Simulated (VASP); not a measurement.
Rh, 2 atoms in the cell. It takes space group P6_3/mmc (No. 194, hexagonal). The conventional cell has a = 2.688 Å, b = 2.688 Å, c = 4.247 Å, α = 90.00°, β = 90.00°, γ = 120.00°. Within 3.5 Å of Rh (site symmetry -6m2) lie 12 Rh at 2.63 to 2.69 Å. 

* Program: VASP 6.6.1
* Task: single point
* Functional: r2SCAN
* Potentials or basis: VASP PAW PBE potentials, release 64 (Rh_pv)
* Cutoff: 520 eV
* k mesh: 8 × 8 × 4
* Occupations: fermi-dirac, width 0.1 eV
* Spin: no spin polarisation
* Dipole correction: no
* Further INCAR settings: ALGO = Normal; EDIFF = 1e-06; NBANDS = 22; ISYM = 0

Potentials or basis: VASP PAW PBE potentials, release 64 (Rh_pv).

Command:

```bash
$ cat potpaw_PBE.64/Rh_pv/POTCAR > POTCAR
$ cp INCAR.step1 INCAR
$ mpirun -np 1 vasp_std > vasp.out
$ cp INCAR.step2 INCAR
$ mpirun -np 1 vasp_std > vasp.out
```

Hardware: 1 thread of Intel(R) Xeon(R) Platinum 8259CL CPU @ 2.50GHz (Skylake/Cascade Lake) (shared host).

Question: Estimate the wall time of this run.

Answer: Wall time 2.4 min on 1 thread of Intel(R) Xeon(R) Platinum 8259CL CPU @ 2.50GHz (Skylake/Cascade Lake), on a shared host, peak memory 0.18 GiB. Counts: k points 132.
